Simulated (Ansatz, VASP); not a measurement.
**Ta2B2O in VASP and in Ansatz**

```xyz
5
Lattice="3.5955 0.0000 0.0000 -1.7977 3.1138 0.0000 0.0000 0.0000 6.0872" Properties=species:S:1:pos:R:3 pbc="T T T"
Ta    0.0000    0.0000    0.0000
Ta    0.0000    2.0759    3.0436
B     0.0000    2.0759    0.8260
B     0.0000    2.0759    5.2611
O     0.0000    0.0000    3.0436
```

Alike in both runs: functional PBE; k mesh 12 × 12 × 6; occupations gaussian, width 0.1 eV; no spin polarisation.

Ansatz relaxed the structure, and its values are those at the end. VASP's run is a single point on that final structure, the one shown.

|  | VASP | Ansatz |
| --- | --- | --- |
| version | VASP 6.6.1 | Ansatz 0.2.0 |
| potentials or method | VASP PAW PBE potentials, release 64 (Ta_pv, B, O), cutoff 520 eV | scalar-relativistic, plane waves, PAW |
| valence electrons in the cell | 34 | 38 |

```csv
,VASP,Ansatz,Ansatz less VASP
gap on the k mesh at the Fermi level (eV),none,none,-
pressure (GPa),0.3,0.0,-0.32
rms of the force components (eV/Å),0.006,0.000,-0.0056
```

A gap of «none» marks a metal or a gap that the smearing closes. VASP's potentials hold 34 valence electrons a cell and Ansatz's 38, so a difference there can come from the potentials and not from the codes.

Spin-orbit coupling is off throughout.
